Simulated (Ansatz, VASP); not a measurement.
One calculation of ScAl3N3, two programs

```
Sc Al N
1.0
     5.10985    0.00000    0.00000
    -2.55492    4.42526    0.00000
     0.00000    0.00000    4.93778
Sc Al N
1 3 3
Direct
  0.00000 0.00000 0.00000
  0.50000 0.00000 0.00000
  0.00000 0.50000 0.00000
  0.50000 0.50000 0.00000
  0.33333 0.66667 0.12997
  0.66667 0.33333 0.87003
  0.00000 0.00000 0.50000
```

Alike in both runs: task relaxation of cell and atoms; functional PBE; k mesh 4 × 4 × 3; occupations gaussian, width 0.2 eV; no spin polarisation.

```csv
,VASP,Ansatz
version,VASP 6.6.1,Ansatz 0.2.0
potentials or method,"VASP PAW PBE potentials, release 64 (Sc_sv, Al, N), cutoff 600 eV","scalar-relativistic, plane waves, PAW"
valence electrons in the cell,35,35
```

VASP gave:

* gap on the k mesh at the Fermi level, each at its own relaxed structure (eV): none
* relaxed volume (Å³/atom): 19.66
* relaxed length of the cell vector where the two differ most in proportion (Å): 6.299

**Question.** Which values does Ansatz return?

**Answer.** gap on the k mesh at the Fermi level, each at its own relaxed structure (eV): none; relaxed volume (Å³/atom): 19.77; relaxed length of the cell vector where the two differ most in proportion (Å): 6.316.

A gap of «none» marks a metal or a gap that the smearing closes.

The k mesh is coarse, so the values compare programs but aren't converged. Noted on VASP's run: the volume moved by over 15 % at a fixed basis, so the end points are rough.
